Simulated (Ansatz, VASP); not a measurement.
One calculation of CdF2, two programs

Contents of INCAR:

```
SYSTEM = CdF2
PREC     = Accurate       ! precision mode
ENCUT    = 600            ! plane-wave cutoff, eV
EDIFF    = 1E-6           ! SCF threshold, eV
ISMEAR   = 0              ! smearing method
SIGMA    = 0.05           ! smearing width, eV
LREAL    = .FALSE.        ! projectors in reciprocal space
LASPH    = .TRUE.         ! aspherical terms in the spheres
NELM     = 120            ! most SCF steps
ALGO     = Normal         ! electronic algorithm
ISIF     = 2              ! what is computed and relaxed
LWAVE    = .FALSE.        ! write WAVECAR
LCHARG   = .FALSE.        ! write CHGCAR
GGA      = PS             ! functional
IVDW     = 12             ! dispersion correction
NBANDS   = 24             ! bands
GGA_COMPAT= .FALSE.
```

The input KPOINTS:

```
Automatic mesh
0
G
  8 8 8
  0 0 0
```

Contents of POSCAR:

```
CdF2
1.0
    0.0000000000      2.6598329704      2.6598329704
    2.6598329704      0.0000000000      2.6598329704
    2.6598329704      2.6598329704      0.0000000000
Cd F
1 2
Direct
    0.0000000000      0.0000000000      0.0000000000
    0.2500000000      0.2500000000      0.2500000000
    0.7500000000      0.7500000000      0.7500000000
```

Input for Ansatz:

```yaml
crystal:
  lattice:
    - [0.0, 2.6598329704, 2.6598329704]
    - [2.6598329704, 0.0, 2.6598329704]
    - [2.6598329704, 2.6598329704, 0.0]
  atoms:
    - { symbol: Cd, position: [0.0, 0.0, 0.0] }
    - { symbol: F, position: [0.25, 0.25, 0.25] }
    - { symbol: F, position: [0.75, 0.75, 0.75] }
basis:
  ecutwfc: 420
  ecutrho_ratio: 4
kpoints:
  mp_grid: { grid: [8, 8, 8] }
hamiltonian:
  xc: pbesol
  dispersion: d3bj
scf:
  occupations: { method: gaussian, width: 0.05 }
output:
  forces: true
  stress: true
  eigenvalues: true
```

Alike in both runs: task single point; functional PBEsol; dispersion D3(BJ); k mesh 8 × 8 × 8; occupations gaussian, width 0.05 eV; no spin polarisation.

|  | VASP | Ansatz |
| --- | --- | --- |
| version | VASP 6.6.1 | Ansatz 0.2.0 |
| potentials or method | VASP PAW PBE potentials, release 64 (Cd_sv_GW, F), cutoff 600 eV | scalar-relativistic, plane waves, PAW |
| valence electrons in the cell | 34 | 34 |

|  | VASP | Ansatz | Ansatz less VASP |
| --- | --- | --- | --- |
| gap on the k mesh at the Fermi level (eV) | 3.05 | 3.07 | +0.015 |
| least direct gap on the mesh (eV) | 3.49 | 3.51 | +0.012 |
| pressure (GPa) | 1.7 | 2.4 | +0.71 |

VASP's potentials were made for PBE, not for PBEsol.
